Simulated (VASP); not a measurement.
Here is a VASP 6.6.1 calculation.

Contents of INCAR:

```
SYSTEM = LiMg2Sn2
ALGO = Normal ; EDIFF = 1E-6
EDIFFG = -0.01 ; ENCUT = 600
GGA = PE ; IBRION = 2
ISIF = 3 ; ISMEAR = -1
LASPH = .True. ; LCHARG = .False.
LREAL = .False. ; LWAVE = .False.
NELM = 60 ; NSW = 60
PREC = Accurate ; SIGMA = 0.1
```

Contents of KPOINTS:

```
k-points
0
Gamma
  5 5 3
  0 0 0
```

The input POSCAR:

```
LiMg2Sn2
1.0
    4.3911430000      0.0000000000      0.0000000000
   -2.1955710000      3.8028420000      0.0000000000
    0.0000000000      0.0000000000      7.3154570000
Mg Sn Li
2 2 1
Direct
    0.3333000000      0.6667000000      0.6286000000
    0.6667000000      0.3333000000      0.3714000000
    0.3333000000      0.6667000000      0.2571000000
    0.6667000000      0.3333000000      0.7429000000
    0.0000000000      0.0000000000      0.0000000000
```

Potentials or basis: VASP PAW PBE potentials, release 64 (Mg, Sn_d, Li_sv).

Run with:

```console
$ cat potpaw_PBE.64/Mg/POTCAR potpaw_PBE.64/Sn_d/POTCAR potpaw_PBE.64/Li_sv/POTCAR > POTCAR
$ mpirun -np 1 vasp_std > vasp.out
```

(1) What does it give for the relaxed cell?

(2) Predict the space group after relaxing (to 0.05 Å).

Answers

(1) a = 4.736 Å, b = 4.736 Å, c = 6.442 Å, α = 90.04°, β = 89.96°, γ = 119.97°.

(2) P-3m1 (No. 164).
